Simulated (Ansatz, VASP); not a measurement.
**AgI in VASP and in Ansatz**

The input INCAR:

```
  PREC = Accurate
  ENCUT = 500
  EDIFF = 1E-6
  ISMEAR = 0
  SIGMA = 0.01
  LREAL = False
  LASPH = True
  NELM = 120
  ALGO = Normal
  ISIF = 2
  LWAVE = False
  LCHARG = False
  GGA = CA
  NBANDS = 16
  GGA_COMPAT = False
```

KPOINTS

```
regular mesh
0
Gamma
  4 4 4
```

POSCAR

```
AgI
1.0
    0.0000000000      3.2365000000      3.2365000000
    3.2365000000      0.0000000000      3.2365000000
    3.2365000000      3.2365000000      0.0000000000
Ag I
1 1
Direct
    0.0000000000      0.0000000000      0.0000000000
    0.2500000000      0.2500000000      0.2500000000
```

Input for Ansatz:

```yaml
crystal:
  lattice:
    - [0.0, 3.2365, 3.2365]
    - [3.2365, 0.0, 3.2365]
    - [3.2365, 3.2365, 0.0]
  atoms:
    - { symbol: Ag, position: [0.0, 0.0, 0.0] }
    - { symbol: I, position: [0.25, 0.25, 0.25] }
basis:
  ecutwfc: 600.0
kpoints:
  mp_grid:
    grid: [4, 4, 4]
hamiltonian:
  xc: lda
scf:
  convergence:
    dr2_threshold: 1.0e-07
  occupations:
    method: fixed
output:
  stress: true
```

Alike in both runs: task single point; functional LDA; k mesh 4 × 4 × 4; no spin polarisation.

|  | VASP | Ansatz |
| --- | --- | --- |
| version | VASP 6.6.1 | Ansatz 0.2.0 |
| potentials or method | VASP PAW LDA potentials, release 64 (Ag, I), cutoff 500 eV | plane waves, PAW |
| occupations | gaussian, width 0.01 eV | fixed |
| valence electrons in the cell | 18 | 36 |

|  | VASP | Ansatz | Ansatz less VASP |
| --- | --- | --- | --- |
| pressure (GPa) | -1.9 | -1.9 | -0.01 |

LDA's correlation is that of Perdew and Zunger in VASP and of Perdew and Wang (1992) in Ansatz. VASP's potentials hold 18 valence electrons a cell and Ansatz's 36, so a difference there can come from the potentials and not from the codes. Ansatz's warnings: stress scf threshold loose.

The k mesh is coarse, so the values compare programs but aren't converged. Neither program's run includes spin-orbit coupling.
